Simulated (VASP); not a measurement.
Set up this calculation in VASP 6.6.1, as the native input.

```
Task                   : single point
Functional             : PBE
Dispersion             : D4
Potentials or basis    : VASP PAW PBE potentials, release 64 (Hf_pv, N)
Cutoff                 : 520 eV
k mesh                 : 3 × 3 × 3
Occupations            : methfessel-paxton, width 0.05 eV
Spin                   : no spin polarisation
Dipole correction      : no
Further INCAR settings : ALGO = Normal; EDIFF = 1e-06; NBANDS = 76
```

The structure of Hf8N9 (a cell with a defect) lies in POSCAR:

```
Hf8N9
1.0
    0.0000000000      4.5120000000      4.5120000000
    4.5120000000      0.0000000000      4.5120000000
    4.5120000000      4.5120000000      0.0000000000
Hf N
8 9
Direct
    0.0000000000      0.0000000000      0.0000000000
    0.0000000000      0.0000000000      0.5000000000
    0.0000000000      0.5000000000      0.0000000000
    0.0000000000      0.5000000000      0.5000000000
    0.5000000000      0.0000000000      0.0000000000
    0.5000000000      0.0000000000      0.5000000000
    0.5000000000      0.5000000000      0.0000000000
    0.5000000000      0.5000000000      0.5000000000
    0.2500000000      0.2500000000      0.2500000000
    0.2500000000      0.2500000000      0.7500000000
    0.2500000000      0.7500000000      0.2500000000
    0.2500000000      0.7500000000      0.7500000000
    0.7500000000      0.2500000000      0.2500000000
    0.7500000000      0.2500000000      0.7500000000
    0.7500000000      0.7500000000      0.2500000000
    0.7500000000      0.7500000000      0.7500000000
    0.1250000000      0.1250000000      0.1250000000
```

The input as run:

INCAR

```
PREC = Accurate
ENCUT = 520
EDIFF = 1E-6
ISMEAR = 1
SIGMA = 0.05
LREAL = False
LASPH = True
NELM = 120
ALGO = Normal
ISIF = 2
LWAVE = False
LCHARG = True
GGA = PE
IVDW = 13
LELF = True
LVHAR = True
NBANDS = 76
GGA_COMPAT = False
```

KPOINTS

```
Automatic mesh
0
Gamma
  3 3 3
```

Potentials or basis: VASP PAW PBE potentials, release 64 (Hf_pv, N).

Command:

```console
$ cat potpaw_PBE.64/Hf_pv/POTCAR potpaw_PBE.64/N/POTCAR > POTCAR
$ mpirun -np 1 vasp_std > vasp.out
```

Results of the run:

```
Pressure                   : 17.4 GPa
Largest force              : 5.720 eV/Å
Band gap on the k mesh     : zero (an odd number of electrons rules out a gap without spin polarisation)
Dispersion energy per atom : -0.288 eV
```

Caveat: the k points lie up to 0.40 Å⁻¹ apart, too coarse for converged energies and pressures of a metal; spin-orbit coupling is left out, which moves the levels of the heavy elements.

It took 71 s on 1 thread of Intel(R) Xeon(R) 6975P-C (Granite Rapids), with other jobs on the host, peak memory 0.32 GiB.
